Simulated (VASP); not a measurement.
Wanted: the native input for a VASP 6.6.1 run.

```yaml
Task: single point
Functional: PBE
Potentials_or_basis: VASP PAW PBE potentials, release 64 (Cu, P)
Cutoff: 520 eV
k_mesh: 8 × 8 × 8
Occupations: gaussian, width 0.1 eV
Spin: no spin polarisation
Dipole_correction: no
Further_INCAR_settings: ALGO = Normal; EDIFF = 1e-06; NBANDS = 30
```

The structure of Cu3P2 lies in POSCAR:

```
Cu3P2
1.0
    4.3576467433      0.0000000000      0.0000000000
    0.0000000000      4.3576467433      0.0000000000
    0.0000000000      0.0000000000      4.3576467433
Cu P
3 2
Direct
    0.0000000000      0.5000000000      0.5000000000
    0.5000000000      0.0000000000      0.5000000000
    0.5000000000      0.5000000000      0.0000000000
    0.5000000000      0.5000000000      0.5000000000
    0.0000000000      0.0000000000      0.0000000000
```

The cell was built from a structure type or drawn by symmetry, and may not be a known phase.

These files were run (other wordings do the same):

INCAR

```
PREC = Accurate
ENCUT = 520
EDIFF = 1E-6
ISMEAR = 0
SIGMA = 0.1
LREAL = F
LASPH = T
NELM = 60
ALGO = Normal
ISIF = 2
LWAVE = F
LCHARG = F
GGA = PE
NBANDS = 30
```

KPOINTS

```
regular mesh
0
Gamma
  8 8 8
```

Potentials or basis: VASP PAW PBE potentials, release 64 (Cu, P).

Command:

```sh
$ cat potpaw_PBE.64/Cu/POTCAR potpaw_PBE.64/P/POTCAR > POTCAR
$ mpirun -np 1 vasp_std > vasp.out
```

Results of the run:

```
Pressure               : 0.2 GPa
Band gap on the k mesh : zero (an odd number of electrons rules out a gap without spin polarisation)
```

Run time: 2.1 min on 1 thread of Intel Xeon 8259CL, with other jobs on the host, peak memory 0.22 GiB.
